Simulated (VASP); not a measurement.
# ZnS (P6_3mc) in VASP: further runs

The runs below take ZnS through single point, with PBE.

Everything below comes from runs of VASP 6.6.1. Logs are shortened: lines on timing, memory, paths and dates and some standing lists are left out, and cuts for length are marked.

## Step 1: The cell of the first run

Symmetry: P6_3mc, No. 186, hexagonal system. The conventional cell has a = 3.807 Å, b = 3.807 Å, c = 6.242 Å, α = 90.00°, β = 90.00°, γ = 120.00°. Zn (site symmetry 3m) has 4 S at 2.33 to 2.34 Å within 3.1 Å. Within 3.1 Å of S (site symmetry 3m) lie 4 Zn at 2.33 to 2.34 Å.

## Step 2: Single point, PBE

Contents of INCAR:

```
ALGO = Normal ; EDIFF = 1E-6
ENCUT = 500 ; GGA = PE
GGA_COMPAT = F ; ISIF = 2
ISMEAR = -1 ; LASPH = T
LCHARG = F ; LREAL = F
LWAVE = F ; NBANDS = 26
NELM = 120 ; PREC = Accurate
SIGMA = 0.02
```

Contents of KPOINTS:

```
k-points
0
Gamma
  12 12 6
```

Contents of POSCAR:

```
ZnS
1.0
    3.8066469361      0.0000000000      0.0000000000
   -1.9033234680      3.2966529499      0.0000000000
    0.0000000000      0.0000000000      6.2416388126
Zn S
2 2
Direct
    0.3333333333      0.6666666667      0.0052197925
    0.6666666667      0.3333333333      0.5052197925
    0.3333333333      0.6666666667      0.3797802075
    0.6666666667      0.3333333333      0.8797802075
```

Potentials or basis: VASP PAW PBE potentials, release 64 (Zn, S).

On the command line:

```bash
cat potpaw_PBE.64/Zn/POTCAR potpaw_PBE.64/S/POTCAR > POTCAR
mpirun -np 1 vasp_std > vasp.out
```

OUTCAR:

```text
EDIFF = 1E-6
   ENCUT = 500
   GGA = PE
   ISIF = 2
   ISMEAR = -1
   LASPH = T
   LREAL = F
   NELM = 120
   PREC = Accurate

 ion  position               nearest neighbor table
   1  0.333  0.667  0.005-   4 2.33   4 2.33   4 2.33   3 2.34
   2  0.667  0.333  0.505-   3 2.33   3 2.33   3 2.33   4 2.34
   3  0.333  0.667  0.380-   2 2.33   2 2.33   2 2.33   1 2.34
   4  0.667  0.333  0.880-   1 2.33   1 2.33   1 2.33   2 2.34

  LATTYP: Found a hexagonal cell.
 ALAT       =     3.8066469361
 C/A-ratio  =     1.6396684319

  Lattice vectors:

 A1 = (   3.8066469361,   0.0000000000,   0.0000000000)
 A2 = (  -1.9033234680,   3.2966529499,   0.0000000000)
 A3 = (   0.0000000000,   0.0000000000,   6.2416388126)

Analysis of symmetry for initial positions (statically):
=====================================================================
 Subroutine PRICEL returns:
 Original cell was already a primitive cell.

 Routine SETGRP: Setting up the symmetry group for a
 hexagonal supercell.

 Subroutine GETGRP returns: Found 12 space group operations
 (whereof  6 operations were pure point group operations)
 out of a pool of 24 trial point group operations.

The static configuration has the point symmetry C_3v.
 The point group associated with its full space group is C_6v.

Analysis of symmetry for dynamics (positions and initial velocities):
=====================================================================
 Subroutine PRICEL returns:
 Original cell was already a primitive cell.

 Routine SETGRP: Setting up the symmetry group for a
 hexagonal supercell.

 Subroutine GETGRP returns: Found 12 space group operations
 (whereof  6 operations were pure point group operations)
 out of a pool of 24 trial point group operations.

The dynamic configuration has the point symmetry C_3v.
 The point group associated with its full space group is C_6v.

 Subroutine INISYM returns: Found 12 space group operations
 (whereof  6 operations are pure point group operations),
 and found     1 'primitive' translations

----------------------------------------------------------------------------------------

                                     Primitive cell

  volume of cell :      78.3275

  direct lattice vectors                    reciprocal lattice vectors
     3.806646936  0.000000000  0.000000000     0.262698384  0.151668983  0.000000000
    -1.903323468  3.296652950  0.000000000     0.000000000  0.303337966  0.000000000
     0.000000000  0.000000000  6.241638813     0.000000000  0.000000000  0.160214333

  length of vectors
     3.806646936  3.806646936  6.241638813     0.303337966  0.303337966  0.160214333

  position of ions in fractional coordinates (direct lattice)
     0.333333333  0.666666667  0.005219793
     0.666666667  0.333333333  0.505219793
     0.333333333  0.666666667  0.379780207
     0.666666667  0.333333333  0.879780207

  ion indices of the primitive-cell ions
   primitive index   ion index
                 1           1
                 2           2
                 3           3
                 4           4

----------------------------------------------------------------------------------------

 KPOINTS: k-points

Automatic generation of k-mesh.
 Grid dimensions read from file:
 generate k-points for:   12   12    6

 Generating k-lattice:

  Cartesian coordinates                     Fractional coordinates (reciprocal lattice)
     0.021891532  0.012639082  0.000000000     0.083333333 -0.000000000  0.000000000
     0.000000000  0.025278164  0.000000000     0.000000000  0.083333333  0.000000000
     0.000000000  0.000000000  0.026702389     0.000000000  0.000000000  0.166666667

  Length of vectors
     0.025278164  0.025278164  0.026702389

  Shift w.r.t. Gamma in fractional coordinates (k-lattice)
     0.000000000  0.000000000  0.000000000

 Subroutine IBZKPT returns following result:
 ===========================================

 Found     76 irreducible k-points:

 Following reciprocal coordinates:
            Coordinates               Weight
  0.000000  0.000000  0.000000      1.000000
  0.083333 -0.000000  0.000000      6.000000
  0.166667 -0.000000  0.000000      6.000000
  0.250000 -0.000000  0.000000      6.000000
  0.333333 -0.000000  0.000000      6.000000
  0.416667 -0.000000  0.000000      6.000000
[... 16 lines left out ...]
  0.250000 -0.000000  0.166667     12.000000
  0.333333 -0.000000  0.166667     12.000000
 [... further k-points ...]
   k-points           NKPTS =     76   k-points in BZ     NKDIM =     76   number of bands    NBANDS=     26
   number of dos      NEDOS =    301   number of ions     NIONS =      4
   total plane-waves  NPLWV =  37632
   dimension x,y,z NGX =    28 NGY =   28 NGZ =   48
   dimension x,y,z NGXF=    56 NGYF=   56 NGZF=   96
   ions per type =               2   2
   NGX,Y,Z   is equivalent  to a cutoff of  12.23, 12.23, 12.78 a.u.
   NGXF,Y,Z  is equivalent  to a cutoff of  24.46, 24.46, 25.57 a.u.
 SYSTEM =  unknown system
   PREC   = accura    normal or accurate (medium, high low for compatibility)
   ISTART =      0    job   : 0-new  1-cont  2-samecut
   ICHARG =      2    charge: 1-file 2-atom 10-const
   ISPIN  =      1    spin polarized calculation?
   LNONCOLLINEAR =      F non collinear calculations
   LSORBIT =      F    spin-orbit coupling
   LASPH  =      T    aspherical Exc in radial PAW
   ENCUT  =  500.0 eV  36.75 Ry    6.06 a.u.   6.94  6.94 11.38*2*pi/ulx,y,z
   NELM   =    120;   NELMIN=  2; NELMDL= -5     # of ELM steps
   EDIFF  = 0.1E-05   stopping-criterion for ELM
   LREAL  =      F    real-space projection
   EDIFFG = 0.1E-04   stopping-criterion for IOM
   NSW    =      0    number of steps for IOM
   IBRION =     -1    ionic relax: 0-MD 1-quasi-New 2-CG
   NFREE  =      0    steps in history (QN), initial steepest desc. (CG)
   ISIF   =      2    stress and relaxation
   ISYM   =      2    0-nonsym 1-usesym 2-fastsym
   POTIM  = 0.5000    time-step for ionic-motion
   TEBEG  =    0.0;   TEEND  =   0.0 temperature during run
   PSTRESS=    0.0 pullay stress
   NELECT =      36.0000    total number of electrons
   NUPDOWN=      -1.0000    fix difference up-down
   EMIN   =  10.00;   EMAX   =-10.00  energy-range for DOS
   EFERMI =   0.00;   METHOD = LEGACY
   ISMEAR =    -1;   SIGMA  =   0.02  broadening in eV -4-tet -1-fermi 0-gaus
   EFERMI_NEDOS =   21; number of points for ismear=-14 and -15
   IALGO  =     38    algorithm
   IMIX   =      4    mixing-type and parameters
     AMIX     =   0.40;   BMIX     =  1.00
     AMIX_MAG =   1.60;   BMIX_MAG =  1.00
  volume/ion in A,a.u.               =      19.58       132.15
  Fermi-wavevector in a.u.,A,eV,Ry     =   1.263390  2.387461 21.717005  1.596155
  Thomas-Fermi vector in A             =   2.396750
   LORBIT       =      0    0 simple, 1 ext, 2 COOP (PROOUT), +10 PAW based schemes
   GGA     = PE    functional components
   LHFCALC =     F    Hartree Fock is set to
   AEXX    =    0.0000 exact exchange contribution
   IVDW    =     0    specifies the selected vdW correction
   LEPSILON=     F    determine dielectric tensor
   LRPA    =     F    only Hartree local field effects (RPA)
 non-spin polarized calculation
  energy-cutoff  :      500.00
  volume of cell :       78.33
 maximum number of plane-waves:      2012
 NGX is ok and might be reduce to    28
   NGX = 13   NGY = 13   NGZ = 23

 number of electron      35.9999994 magnetization

 Free energy of the ion-electron system (eV)
  ---------------------------------------------------
  ext. energy  EPLUGINS =         0.00000000
  ---------------------------------------------------
  free energy    TOTEN  =       -13.67414890 eV

  energy without entropy =      -13.67414890  energy(sigma->0) =      -13.67414890

 E-fermi :   2.6215     XC(G=0):  -9.6588

 val. band max:        2.1937447642   @ k =   0.0000   0.0000   0.0000
 cond. band min:       4.4133019117   @ k =   0.0000   0.0000   0.0000
 fundamental gap:      2.2195571475
 Fermi energy:         2.6214968718

 k-point     1 :       0.0000    0.0000    0.0000
  band No.  band energies     occupation
      1     -11.0235      2.00000
      2     -10.0790      2.00000
      3      -4.1789      2.00000
      4      -4.1662      2.00000
      5      -4.1662      2.00000
      6      -4.0833      2.00000
[... 18 lines left out ...]
     25       9.8875      0.00000
     26      11.4767      0.00000

 k-point     2 :       0.0833   -0.0000    0.0000
  band No.  band energies     occupation
      1     -10.9759      2.00000
      2     -10.0520      2.00000
      3      -4.1756      2.00000
      4      -4.1633      2.00000
      5      -4.1565      2.00000
      6      -4.0787      2.00000
[... 18 lines left out ...]
     25      10.1031      0.00000
     26      11.1687      0.00000

 k-point     3 :       0.1667   -0.0000    0.0000
  band No.  band energies     occupation
      1     -10.8394      2.00000
      2      -9.9791      2.00000
      3      -4.1804      2.00000
      4      -4.1414      2.00000
      5      -4.1315      2.00000
      6      -4.0595      2.00000
[... 18 lines left out ...]
     25      10.4855      0.00000
     26      10.6987      0.00000

 k-point     4 :       0.2500   -0.0000    0.0000
  band No.  band energies     occupation
      1     -10.6343      2.00000
      2      -9.8836      2.00000
      3      -4.1817      2.00000
      4      -4.1148      2.00000
      5      -4.1016      2.00000
      6      -4.0122      2.00000
[... 18 lines left out ...]
     25      10.7176      0.00000
     26      11.0659      0.00000
[... 496 lines left out ...]
      1     -10.7890      2.00000
      2     -10.0455      2.00000
      3      -4.1879      2.00000
      4      -4.1374      2.00000
      5      -4.1263      2.00000
      6      -4.0690      2.00000
[... 18 lines left out ...]
     25      10.5138      0.00000
     26      10.7037      0.00000

 k-point    23 :       0.2500   -0.0000    0.1667
  band No.  band energies     occupation
      1     -10.5888      2.00000
      2      -9.9393      2.00000
      3      -4.1890      2.00000
      4      -4.1175      2.00000
      5      -4.0944      2.00000
      6      -4.0200      2.00000
[... 18 lines left out ...]
     25      10.8229      0.00000
     26      11.3505      0.00000

 k-point    24 :       0.3333   -0.0000    0.1667
  band No.  band energies     occupation
      1     -10.3591      2.00000
      2      -9.8423      2.00000
      3      -4.1797      2.00000
      4      -4.0918      2.00000
      5      -4.0681      2.00000
      6      -3.9388      2.00000
[... 18 lines left out ...]
     25      10.9994      0.00000
     26      12.0245      0.00000

 [... further k-points ...]

------------------------ aborting loop because EDIFF is reached ----------------------------------------

  FORCE on cell =-STRESS in cart. coord.  units (eV):
  Direction    XX          YY          ZZ          XY          YZ          ZX
  --------------------------------------------------------------------------------------
  -------------------------------------------------------------------------------------
  Total        1.1630462      1.1630462      1.1868297      0.0000000      0.0000000      0.0000000
  in kB       23.7899265     23.7899265     24.2764129      0.0000000      0.0000000      0.0000000
  external PRESSURE =      23.9520886 kB  Pullay stress =       0.0000000 kB

 VOLUME and BASIS-vectors are now :
 -----------------------------------------------------------------------------
  energy-cutoff  :      500.00
  volume of cell :       78.33
      direct lattice vectors                 reciprocal lattice vectors
     3.806646936  0.000000000  0.000000000     0.262698384  0.151668983  0.000000000
    -1.903323468  3.296652950  0.000000000     0.000000000  0.303337966  0.000000000
     0.000000000  0.000000000  6.241638813     0.000000000  0.000000000  0.160214333

 POSITION                                       TOTAL-FORCE (eV/Angst)
 -----------------------------------------------------------------------------------
     -0.00000      2.19777      0.03258        -0.000000      0.000000      0.007490
      1.90332      1.09888      3.15340         0.000000     -0.000000      0.007490
     -0.00000      2.19777      2.37045         0.000000     -0.000000     -0.007490
      1.90332      1.09888      5.49127         0.000000     -0.000000     -0.007490
 -----------------------------------------------------------------------------------
    total drift:                               -0.000000     -0.000000     -0.000324

  FREE ENERGIE OF THE ION-ELECTRON SYSTEM (eV)
  ---------------------------------------------------
  free  energy   TOTEN  =       -13.6741489034 eV

  energy  without entropy=      -13.6741489034  energy(sigma->0) =      -13.67414890
```

Run time: 91 s. Hardware: 1 thread of Intel Xeon Platinum 8259CL at 2.50GHz (Skylake/Cascade Lake), shared host; peak memory 0.26 GiB.

What came out:

```
Free energy            : -13.6741 eV
Pressure               : 2.4 GPa
Largest force          : 0.007 eV/Å
Band gap on the k mesh : 2.22 eV
```

Forces on the atoms (eV/Å):
```
Zn   0.000  0.000  0.007
Zn   0.000  0.000  0.007
S    0.000  0.000 -0.007
S    0.000  0.000 -0.007
```

A k mesh can miss the band edges. Expect the measured gap to be larger: semilocal functionals such as PBE lack the derivative discontinuity.

[end of part 1 of 2]
